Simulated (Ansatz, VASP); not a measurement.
One calculation of BaTiO3, two programs

```xyz
5
Lattice="2.8629 1.6529 2.3563 -2.8629 1.6529 2.3563 0.0000 -3.3058 2.3563" Properties=species:S:1:pos:R:3 pbc="T T T"
Ba    0.0000    0.0000    0.0354
Ti    0.0000    0.0000    3.6700
O     0.0000   -1.6179    4.6055
O    -1.4012    0.8090    4.6055
O     1.4012    0.8090    4.6055
```

Alike in both runs: task single point; functional r2SCAN; k mesh 6 × 6 × 6; occupations gaussian, width 0.02 eV; no spin polarisation.

```csv
,VASP,Ansatz
version,VASP 6.6.1,Ansatz 0.2.0
potentials or method,"VASP PAW PBE potentials, release 64 (Ba_sv, Ti_sv, O), cutoff 520 eV","scalar-relativistic, plane waves, PAW"
valence electrons in the cell,40,40
```

|  | VASP | Ansatz | Ansatz less VASP |
| --- | --- | --- | --- |
| gap on the k mesh at the Fermi level (eV) | 2.97 | 2.99 | +0.016 |
| least direct gap on the mesh (eV) | 3.52 | 3.50 | -0.019 |
| pressure (GPa) | -1.4 | -3.2 | -1.76 |
| traceless stress, the component that is largest in VASP (GPa) | -0.03 | 0.09 | +0.118 |
| rms of the force components (eV/Å) | 0.047 | 0.050 | +0.0027 |

VASP's potentials were made for PBE, not for r2SCAN. Atom by atom the forces differ by 0.070 eV/Å (rms over components). With one functional, cell and mesh, what is left measures potentials, basis and numerics.

Neither program's run includes spin-orbit coupling.
